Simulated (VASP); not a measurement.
Set up this calculation in VASP 6.6.1, as the native input.

```
Task                   : single point
Functional             : PBEsol
Potentials or basis    : VASP PAW PBE potentials, release 64 (Ca_sv)
Cutoff                 : 520 eV
k mesh                 : 9 × 9 × 9
Occupations            : fermi-dirac, width 0.05 eV
Spin                   : no spin polarisation
Dipole correction      : no
Further INCAR settings : ALGO = Normal; EDIFF = 1e-07; NBANDS = 11
```

The structure of Ca lies in POSCAR:

```
Ca
1.0
   -2.2052050000      2.2052050000      2.1961150000
    2.2052050000     -2.2052050000      2.1961150000
    2.2052050000      2.2052050000     -2.1961150000
Ca
1
Direct
    0.5000000000      0.5000000000      0.0000000000
```

The input as run:

INCAR

```
PREC = Accurate
ENCUT = 520
EDIFF = 1E-7
ISMEAR = -1
SIGMA = 0.05
LREAL = False
LASPH = True
NELM = 80
ALGO = Normal
ISIF = 2
LWAVE = False
LCHARG = False
GGA = PS
NBANDS = 11
```

KPOINTS

```
Automatic mesh
0
Gamma
  9 9 9
```

Potentials or basis: VASP PAW PBE potentials, release 64 (Ca_sv).

The run is started by

```sh
$ cat potpaw_PBE.64/Ca_sv/POTCAR > POTCAR
$ mpirun -np 1 vasp_std > vasp.out
```

It gave:

* Pressure: -0.8 GPa
* Band gap on the k mesh: zero (band 5 reaches 2.06 eV, above the bottom of band 6 at 1.86 eV)

Caveat: the PAW data sets were made with another functional, which shifts forces and pressure a little.

Run time: 26 s on 1 thread of Intel Xeon 6975P-C, on a shared host, peak memory 0.17 GiB.
